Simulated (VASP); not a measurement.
Na, 1 atom in the cell. The structure is cubic, space group Im-3m (No. 229). Conventional cell: a = 4.226 Å, b = 4.226 Å, c = 4.226 Å, α = 90.00°, β = 90.00°, γ = 90.00°. Na (site symmetry m-3m) has 14 Na at 3.66 to 4.23 Å within 4.8 Å. 

| Quantity | Value |
| --- | --- |
| Program | VASP 6.6.1 |
| Task | single point |
| Functional | PBE |
| Potentials or basis | VASP PAW PBE potentials, release 64 (Na_pv) |
| Cutoff | 520 eV |
| k mesh | 37 × 37 × 37 |
| Occupations | fermi-dirac, width 0.0612256 eV |
| Spin | no spin polarisation |
| Dipole correction | no |
| Further INCAR settings | ALGO = Normal; EDIFF = 1e-06; NBANDS = 10 |

Potentials or basis: VASP PAW PBE potentials, release 64 (Na_pv).

Launch:

```sh
$ cat potpaw_PBE.64/Na_pv/POTCAR > POTCAR
$ mpirun -np 1 vasp_std > vasp.out
```

Hardware: 1 thread of Oxide Virtual Turin-like Processor (shared host).

Problem. How long does it take, and how much memory?

Solution. It took 3.7 min on 1 thread of Oxide Virtual Turin-like Processor (shared host), peak memory 0.45 GiB. Counts: scf iterations 9, k points 1330.
